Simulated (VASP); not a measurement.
NaCl:

```
Cl Na
1.0
     0.00000    2.79406    2.79406
     2.79406    0.00000    2.79406
     2.79406    2.79406    0.00000
Cl Na
1 1
Cartesian
  2.7941 2.7941 2.7941
  0.0000 0.0000 0.0000
```

| Property | Result |
| --- | --- |
| Program | VASP 6.6.1 |
| Task | relaxation of cell and atoms |
| Functional | RPBE |
| Dispersion | D3(BJ) |
| Potentials or basis | VASP PAW PBE potentials, release 64 (Cl, Na_pv) |
| Cutoff | 600 eV |
| k mesh | 8 × 8 × 8 |
| Occupations | fermi-dirac, width 0.05 eV |
| Spin | no spin polarisation |

At the start: pressure -6.1 GPa; volume 21.81 Å³/atom.

Task: How do energy, volume and symmetry change on relaxing?

Result: Over 4 steps the energy falls by 90.4 meV/atom and the volume is 17.84 Å³/atom (-18.2 %); space group Fm-3m (No. 225, to 0.05 Å).

Step by step:
| step | energy change (eV) | largest force (eV/Å) | pressure (GPa) | volume (Å³) |
| --- | --- | --- | --- | --- |
| 1 | 0.0000 | 0.0000 | -6.08 | 43.63 |
| 2 | -0.1505 | 0.0000 | -3.12 | 38.60 |
| 3 | -0.1804 | 0.0000 | -0.43 | 36.04 |
| 4 | -0.1808 | 0.0000 | 0.08 | 35.67 |

Final structure:
```
CELL_PARAMETERS angstrom
0.00000 2.61281 2.61281
2.61281 0.00000 2.61281
2.61281 2.61281 0.00000
ATOMIC_POSITIONS crystal
Cl 0.50000 0.50000 0.50000
Na 0.00000 0.00000 0.00000
```

Caveat: the volume moved by over 15 % at a fixed basis, so the end points are rough; the PAW data sets were made with another functional, which shifts forces and pressure a little.
